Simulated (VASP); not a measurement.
## Mg8Se3S5: single point with PBEsol

The system is Mg8Se3S5.

```
S Se Mg
1.0
    10.57337    0.00000    0.00000
     0.00000   10.57337    0.00000
     0.00000    0.00000   10.57337
S Se Mg
20 12 32
Direct
  0.24906 0.99998 0.00268
  0.24981 0.99947 0.49731
  0.24895 0.50006 0.00269
  0.24957 0.50128 0.49714
  0.74995 0.99845 0.49805
  0.75003 0.50226 0.49794
  0.00151 0.24910 0.00287
  0.99994 0.24938 0.49739
  0.00072 0.75101 0.00187
  0.99929 0.75118 0.49818
  0.50039 0.75108 0.49802
  0.00039 0.99991 0.25083
  0.49861 0.99919 0.25174
  0.49964 0.99811 0.74773
  0.49893 0.50076 0.25153
  0.24906 0.24920 0.25035
  0.24966 0.75095 0.25075
  0.75062 0.24894 0.25168
  0.74952 0.75096 0.25227
  0.74992 0.75111 0.74679
  0.74996 0.99946 0.00105
  0.75022 0.50066 0.00057
  0.49879 0.24947 0.00199
  0.49983 0.24998 0.49836
  0.49938 0.75062 0.00105
  0.99975 0.99947 0.74927
  0.99986 0.50009 0.25026
  0.99984 0.50064 0.74922
  0.49987 0.50114 0.74860
  0.24947 0.24960 0.75029
  0.24968 0.75069 0.74945
  0.75061 0.24971 0.74853
  0.00615 0.99976 0.00557
  0.00148 0.99903 0.49467
  0.00638 0.50023 0.00155
  0.00131 0.50157 0.49786
  0.49269 0.99908 0.00286
  0.49823 0.99526 0.49741
  0.49258 0.50103 0.00574
  0.49781 0.50593 0.49482
  0.24247 0.24990 0.00814
  0.24309 0.25027 0.49257
  0.24324 0.74992 0.00684
  0.24693 0.75039 0.49354
  0.75853 0.25008 0.00741
  0.75656 0.25055 0.49365
  0.75699 0.75003 0.00275
  0.75253 0.75050 0.49702
  0.25181 0.99980 0.25140
  0.25522 0.99925 0.74820
  0.25484 0.50017 0.25137
  0.25180 0.50105 0.74798
  0.74673 0.99884 0.25597
  0.74403 0.99504 0.74254
  0.74384 0.50160 0.25583
  0.74789 0.50589 0.74224
  0.99965 0.24455 0.25040
  0.99910 0.24809 0.75008
  0.99836 0.75546 0.25124
  0.99425 0.75191 0.74855
  0.50041 0.24725 0.25094
  0.50116 0.24355 0.74931
  0.50102 0.75253 0.25475
  0.50533 0.75509 0.74409
```

```yaml
Program: VASP 6.6.1
Task: single point
Functional: PBEsol
Potentials_or_basis: VASP PAW PBE potentials, release 64 (S, Se, Mg)
Cutoff: 520 eV
k_mesh: 1 × 1 × 1, shifted
Occupations: fermi-dirac, width 0.05 eV
Spin: no spin polarisation
Dipole_correction: no
Further_INCAR_settings: LREAL = Auto; ALGO = Normal; EDIFF = 1e-07; NBANDS = 166; ISYM = 0
```

The pressure is -0.1 GPa, the largest force is 0.024 eV/Å and the band gap on the k mesh is 2.93 eV, direct.

Forces on the atoms (eV/Å):
```
S   -0.011  0.001  0.013
S   -0.012 -0.007 -0.003
S   -0.006  0.001  0.010
S   -0.008 -0.003  0.002
S   -0.003  0.008 -0.010
S   -0.001 -0.004 -0.003
S    0.004 -0.010  0.002
S    0.005 -0.009 -0.001
S   -0.005  0.006  0.004
S   -0.003  0.000 -0.010
S    0.000  0.001 -0.004
S    0.005 -0.003  0.000
S    0.005 -0.001  0.000
S   -0.006  0.011  0.000
S   -0.003  0.014  0.004
S   -0.001 -0.010  0.005
S    0.002  0.006  0.007
S    0.001  0.000  0.002
S    0.010  0.012 -0.002
S    0.006 -0.003 -0.003
Se   0.008  0.009 -0.014
Se  -0.003 -0.012  0.003
Se  -0.006 -0.009 -0.002
Se  -0.005 -0.010 -0.003
Se   0.003  0.000 -0.001
Se   0.012  0.014  0.016
Se   0.009  0.002  0.000
Se   0.008 -0.011  0.008
Se  -0.009 -0.001  0.003
Se  -0.001  0.009 -0.016
Se  -0.001 -0.015  0.002
Se   0.002 -0.003  0.009
Mg   0.005  0.002  0.002
Mg  -0.004  0.001 -0.002
Mg   0.004  0.003  0.004
Mg   0.001  0.006  0.007
Mg  -0.007  0.004 -0.002
Mg  -0.003 -0.009  0.006
Mg  -0.008 -0.005  0.003
Mg   0.005  0.007 -0.005
Mg   0.008  0.008 -0.003
Mg   0.002  0.005 -0.001
Mg   0.002  0.000  0.005
Mg  -0.003 -0.003 -0.001
Mg   0.002  0.008 -0.002
Mg   0.007 -0.002  0.001
Mg   0.004 -0.003  0.012
Mg   0.000 -0.006  0.007
Mg   0.004  0.001 -0.005
Mg   0.014 -0.002 -0.007
Mg   0.004  0.004 -0.006
Mg   0.008  0.001 -0.003
Mg  -0.001  0.001  0.001
Mg  -0.008 -0.005 -0.006
Mg  -0.009 -0.002 -0.001
Mg  -0.011  0.010 -0.009
Mg  -0.002 -0.004 -0.002
Mg  -0.007  0.000  0.000
Mg  -0.003  0.002 -0.004
Mg  -0.011  0.000 -0.001
Mg  -0.006 -0.001 -0.002
Mg   0.006 -0.003 -0.001
Mg  -0.003 -0.003  0.006
Mg   0.011  0.005 -0.008
```

Levels at points of the mesh, in eV from the valence-band top:
```tsv
k point	band 126	band 127	band 128	band 129	band 130	band 131
(0.25, 0.25, 0.25)	-0.23	-0.07	-0.01	2.93	2.95	2.97
```

Run time: 17 min on 1 thread of Intel(R) Xeon(R) Platinum 8375C CPU @ 2.90GHz (Ice Lake), on a shared host, peak memory 1.2 GiB.

Caveat: the k points lie up to 0.59 Å⁻¹ apart; the PAW data sets were made with another functional, which shifts forces and pressure a little. As with any semilocal functional, this PBEsol gap is likely too small.
